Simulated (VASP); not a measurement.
# TiAl3 in VASP: notebook

Runs on TiAl3. Level: r2SCAN+D3(BJ). Tasks: single point.

All numbers are computed with VASP 6.6.1; they aren't measurements. Logs are shortened: lines on timing, memory, paths and dates and some standing lists are left out, and cuts for length are marked.

## Step 1: The cell of the first run

The cell holds a slab with vacuum, 16 atoms: a = 5.594 Å, b = 7.911 Å, c = 15.196 Å, α = 90.00°, β = 90.00°, γ = 90.00°.

## Step 2: Single point, r2SCAN+D3(BJ)

POSCAR

```
TiAl3
1.0
    5.5941640000      0.0000000000      0.0000000000
    0.0000000000      7.9113420000      0.0000000000
    0.0000000000      0.0000000000     15.1956230000
Ti Al
4 12
Direct
    0.0000000000      0.0000000000      0.0658084239
    0.4945689830     -0.0009859263      0.2354098940
    0.0000000000      0.5000036656      0.0658084239
    0.4939075794      0.4950740342      0.2496969029
    0.5000032176      0.0000000000      0.0658084239
    0.2368361028      0.2485924638      0.1394809545
    0.7425059401      0.2547102628      0.1437190170
   -0.0061671413     -0.0035139424      0.2443071929
    0.7158174126      0.2287854576      0.3287394008
    0.2698169020      0.2308331507      0.3202172099
    0.5000032176      0.5000036656      0.0658084239
    0.2748042424      0.7185253779      0.1460683777
    0.7730913860      0.7449810664      0.1569004443
   -0.0022344715      0.4780478457      0.2687352799
    0.7608464822      0.7397986334      0.3420590258
    0.2543364835      0.7674045693      0.3298054973
```

INCAR.step1

```
ALGO     = Normal         # electronic algorithm
EDIFF    = 1E-4           # SCF threshold, eV
ENCUT    = 520            # plane-wave cutoff, eV
GGA      = PE             # functional
ISMEAR   = -1             # smearing method
LASPH    = True           # aspherical terms in the spheres
LCHARG   = False          # write CHGCAR
LREAL    = Auto         
LWAVE    = True           # write WAVECAR
NBANDS   = 56             # bands
NELM     = 80             # most SCF steps
PREC     = Accurate       # precision mode
SIGMA    = 0.1            # smearing width, eV
```

INCAR.step2

```
ALGO     = Normal         # electronic algorithm
EDIFF    = 1E-7           # SCF threshold, eV
ENCUT    = 520            # plane-wave cutoff, eV
ISIF     = 2              # what is computed and relaxed
ISMEAR   = -1             # smearing method
ISTART   = 1            
IVDW     = 12             # dispersion correction
LASPH    = True           # aspherical terms in the spheres
LCHARG   = False          # write CHGCAR
LMIXTAU  = True         
LREAL    = Auto         
LWAVE    = False          # write WAVECAR
METAGGA  = R2SCAN         # meta-GGA
NBANDS   = 56             # bands
NELM     = 80             # most SCF steps
PREC     = Accurate       # precision mode
SIGMA    = 0.1            # smearing width, eV
VDW_A1   = 0.49484001   
VDW_A2   = 5.73083694   
VDW_S6   = 1.0          
VDW_S8   = 0.78981345
```

KPOINTS

```
k-points
0
Gamma
  3 2 1
```

Potentials or basis: VASP PAW PBE potentials, release 64 (Ti_sv, Al).

The run is started by

```console
cat potpaw_PBE.64/Ti_sv/POTCAR potpaw_PBE.64/Al/POTCAR > POTCAR
cp INCAR.step1 INCAR
mpirun -np 1 vasp_std > vasp.out
cp INCAR.step2 INCAR
mpirun -np 1 vasp_std > vasp.out
```

OUTCAR:

```text
EDIFF = 1E-7
   ENCUT = 520
   ISIF = 2
   ISMEAR = -1
   ISTART = 1
   IVDW = 12
   LASPH = True
   LREAL = Auto
   METAGGA = R2SCAN
   NELM = 80
   PREC = Accurate
 IVDW          = 12

 ion  position               nearest neighbor table
   1  0.000  0.000  0.066-   6 2.62   8 2.71   7 2.75  13 2.76   5 2.80   5 2.80  12 2.97
   2  0.495  0.999  0.235-  10 2.57   5 2.58   9 2.62  16 2.69   8 2.80   8 2.80  13 2.81   7 2.82
                             6 2.85  12 2.88  15 3.01
   3  0.000  0.500  0.066-  12 2.62   6 2.64   7 2.69  13 2.70  11 2.80  11 2.80  14 3.09
   4  0.494  0.495  0.250-  10 2.66  12 2.67   9 2.72  14 2.79  11 2.79  16 2.81  15 2.82  14 2.84
                             7 2.85  13 2.89   6 2.95
   5  0.500  0.000  0.066-   2 2.58   6 2.70   7 2.70   1 2.80   1 2.80  12 2.83  13 2.88
   6  0.237  0.249  0.139-   1 2.62   3 2.64   5 2.70  11 2.72  10 2.76   7 2.77   7 2.83   2 2.85
                             8 2.89   4 2.95  14 2.99
   7  0.743  0.255  0.144-  11 2.65   3 2.69   5 2.70   1 2.75   6 2.77   2 2.82   9 2.82   6 2.83
                             4 2.85   8 2.91  14 2.96
   8  0.994  0.996  0.244-  16 2.66  10 2.67  13 2.69   1 2.71   9 2.73   2 2.80   2 2.80  15 2.83
                             6 2.89   7 2.91  12 3.09
   9  0.716  0.229  0.329-  10 2.50   2 2.62  14 2.68   4 2.72   8 2.73   7 2.82  10 3.10
  10  0.270  0.231  0.320-   9 2.50   2 2.57  14 2.60   4 2.66   8 2.67   6 2.76   9 3.10
  11  0.500  0.500  0.066-  12 2.46   7 2.65   6 2.72   4 2.79   3 2.80   3 2.80  13 2.83
  12  0.275  0.719  0.146-  11 2.46   3 2.62   4 2.67  13 2.80  13 2.82  16 2.82   5 2.83   2 2.88
                             1 2.97  14 3.08   8 3.09
  13  0.773  0.745  0.157-   8 2.69   3 2.70   1 2.76  12 2.80   2 2.81  15 2.81  12 2.82  11 2.83
                             5 2.88   4 2.89  14 2.99
  14  0.998  0.478  0.269-  10 2.60   9 2.68  15 2.70   4 2.79   4 2.84  16 2.86   7 2.96  13 2.99
                             6 2.99  12 3.08   3 3.09
  15  0.761  0.740  0.342-  14 2.70  16 2.78  13 2.81   4 2.82   8 2.83  16 2.85   2 3.01
  16  0.254  0.767  0.330-   8 2.66   2 2.69  15 2.78   4 2.81  12 2.82  15 2.85  14 2.86

  LATTYP: Found a simple orthorhombic cell.
 ALAT       =     5.5941640000
 B/A-ratio  =     1.4142134553
 C/A-ratio  =     2.7163349162

  Lattice vectors:

 A1 = (   5.5941640000,   0.0000000000,   0.0000000000)
 A2 = (   0.0000000000,   7.9113420000,   0.0000000000)
 A3 = (   0.0000000000,   0.0000000000,  15.1956230000)

Analysis of symmetry for initial positions (statically):
=====================================================================
 Subroutine PRICEL returns:
 Original cell was already a primitive cell.

 Routine SETGRP: Setting up the symmetry group for a
 simple orthorhombic supercell.

 Subroutine GETGRP returns: Found  1 space group operations
 (whereof  1 operations were pure point group operations)
 out of a pool of  8 trial point group operations.
[... 134 lines left out ...]
   NUPDOWN=      -1.0000    fix difference up-down
   EMIN   =  10.00;   EMAX   =-10.00  energy-range for DOS
   EFERMI =   0.00;   METHOD = LEGACY
   ISMEAR =    -1;   SIGMA  =   0.10  broadening in eV -4-tet -1-fermi 0-gaus
   EFERMI_NEDOS =   21; number of points for ismear=-14 and -15
   IALGO  =     38    algorithm
   IMIX   =      4    mixing-type and parameters
     AMIX     =   0.40;   BMIX     =  1.00
     AMIX_MAG =   1.60;   BMIX_MAG =  1.00
  volume/ion in A,a.u.               =      42.03       283.65
  Fermi-wavevector in a.u.,A,eV,Ry     =   0.818339  1.546437  9.111534  0.669679
  Thomas-Fermi vector in A             =   1.928948
   LORBIT       =      0    0 simple, 1 ext, 2 COOP (PROOUT), +10 PAW based schemes
   METAGGA = R2SCAN    functional components
   LHFCALC =     F    Hartree Fock is set to
   AEXX    =    0.0000 exact exchange contribution
   IVDW    =    12    specifies the selected vdW correction
   LEPSILON=     F    determine dielectric tensor
   LRPA    =     F    only Hartree local field effects (RPA)
 non-spin polarized calculation
  energy-cutoff  :      520.00
  volume of cell :      672.52
 maximum number of plane-waves:     18120
 NGX is ok and might be reduce to    42
   NGX = 21   NGY = 29   NGZ = 57

 number of electron      83.9999997 magnetization

 Free energy of the ion-electron system (eV)
  ---------------------------------------------------
  ext. energy  EPLUGINS =         0.00000000
  ---------------------------------------------------
  free energy    TOTEN  =      -128.88538849 eV

  energy without entropy =     -128.52601243  energy(sigma->0) =     -128.70570046

 E-fermi :   0.8278     XC(G=0):  -5.5034

 val. band max:        0.8223228782   @ k =   0.3333   0.5000   0.0000
 cond. band min:       0.8949726599   @ k =   0.3333   0.0000   0.0000
 fundamental gap:      0.0726497817
 Fermi energy:         0.8277679567

 k-point     1 :       0.0000    0.0000    0.0000
  band No.  band energies     occupation
      1     -58.7227      2.00000
      2     -58.7106      2.00000
      3     -58.2962      2.00000
      4     -58.1524      2.00000
      5     -34.1863      2.00000
      6     -34.0989      2.00000
[... 217 lines left out ...]
     53       2.4451      0.00000
     54       2.5128      0.00000
 [bands above 54 left out]

------------------------ aborting loop because EDIFF is reached ----------------------------------------

 Edisp (eV)   -1.70350

 E8    (eV) :    -0.6534

  FORCE on cell =-STRESS in cart. coord.  units (eV):
  Direction    XX          YY          ZZ          XY          YZ          ZX
  --------------------------------------------------------------------------------------
  -------------------------------------------------------------------------------------
  Total     -10.43555    -2.30666     2.25704    -1.01714     2.16596    -0.15999
  in kB     -24.86120    -5.49528     5.37708    -2.42318     5.16009    -0.38115
  external pressure =       -8.33 kB  Pullay stress =        0.00 kB

 VOLUME and BASIS-vectors are now :
 -----------------------------------------------------------------------------
  energy-cutoff  :      520.00
  volume of cell :      672.52
      direct lattice vectors                 reciprocal lattice vectors
     5.594164000  0.000000000  0.000000000     0.178757720  0.000000000  0.000000000
     0.000000000  7.911342000  0.000000000     0.000000000  0.126400805  0.000000000
     0.000000000  0.000000000 15.195623000     0.000000000  0.000000000  0.065808424

 POSITION                                       TOTAL-FORCE (eV/Angst)
 -----------------------------------------------------------------------------------
      0.00000      0.00000      1.00000        -0.039827     -0.672206      0.364064
      2.76670      7.90354      3.57720         0.244848     -0.852855     -0.066855
      0.00000      3.95570      1.00000        -0.167521     -0.104355      0.579740
      2.76300      3.91670      3.79430         0.561727      0.035495     -0.316453
      2.79710      0.00000      1.00000         0.045164     -0.366681     -1.210159
      1.32490      1.96670      2.11950         0.426334      0.134697      0.490880
[... 8 lines left out ...]
      4.25630      5.85280      5.19780        -0.194257      0.338436     -0.425509
      1.42280      6.07120      5.01160        -0.186518     -0.618590      0.169530
 -----------------------------------------------------------------------------------
    total drift:                                0.018536      0.017301      0.013110

  FREE ENERGIE OF THE ION-ELECTRON SYSTEM (eV)
  ---------------------------------------------------
  free  energy   TOTEN  =      -130.5888926766 eV

  energy  without entropy=     -130.2295166160  energy(sigma->0) =     -130.40920465
```

OUTCAR.step1:

```text
EDIFF = 1E-4
   ENCUT = 520
   GGA = PE
   ISMEAR = -1
   LASPH = True
   LREAL = Auto
   NELM = 80
[... 481 lines left out ...]
      2.79710      0.00000      1.00000         0.036915     -0.370398     -1.282833
      1.32490      1.96670      2.11950         0.361437      0.132714      0.398828
[... 8 lines left out ...]
      4.25630      5.85280      5.19780        -0.214158      0.326655     -0.241653
      1.42280      6.07120      5.01160        -0.137296     -0.572735      0.296739
 -----------------------------------------------------------------------------------
    total drift:                                0.017911      0.016137      0.017023

  FREE ENERGIE OF THE ION-ELECTRON SYSTEM (eV)
  ---------------------------------------------------
  free  energy   TOTEN  =       -72.7029192235 eV

  energy  without entropy=      -72.3065145185  energy(sigma->0) =      -72.50471687
```

Wall time 26 min (1 thread of Intel Xeon Platinum 8488C (Sapphire Rapids), shared host); peak memory 0.72 GiB.

Results:

```
Free energy                : -130.5889 eV
Largest force              : 2.201 eV/Å
Band gap on the k mesh     : zero (bands 42 and 43 overlap by 0.07 eV)
Dispersion energy per atom : -0.106 eV
```

Forces on the atoms (eV/Å):
```
Ti  -0.040 -0.672  0.364
Ti   0.245 -0.853 -0.067
Ti  -0.168 -0.104  0.580
Ti   0.562  0.035 -0.316
Al   0.045 -0.367 -1.210
Al   0.426  0.135  0.491
Al   0.099 -0.235  0.321
Al   0.012  0.149  0.393
Al   1.271  0.199  0.168
Al  -1.205  0.099  0.778
Al   0.498 -0.412 -1.054
Al  -0.922  1.945  0.458
Al  -0.385 -0.235 -0.175
Al  -0.058  0.597 -0.474
Al  -0.194  0.338 -0.426
Al  -0.187 -0.619  0.170
```

Levels at points of the mesh, in eV from the Fermi level:
| k point | band 39 | band 40 | band 41 | band 42 | band 43 | band 44 | band 45 | band 46 |
| --- | --- | --- | --- | --- | --- | --- | --- | --- |
| (0.00, 0.00, 0.00) | -0.65 | -0.58 | -0.46 | -0.20 | 0.16 | 0.35 | 0.45 | 0.77 |
| (0.00, 0.50, 0.00) | -0.67 | -0.57 | -0.53 | -0.27 | 0.11 | 0.19 | 0.49 | 0.54 |

Caveat: the k points lie up to 0.40 Å⁻¹ apart; the PAW data sets were made with another functional, which shifts forces and pressure a little.

[end of part 1 of 2]
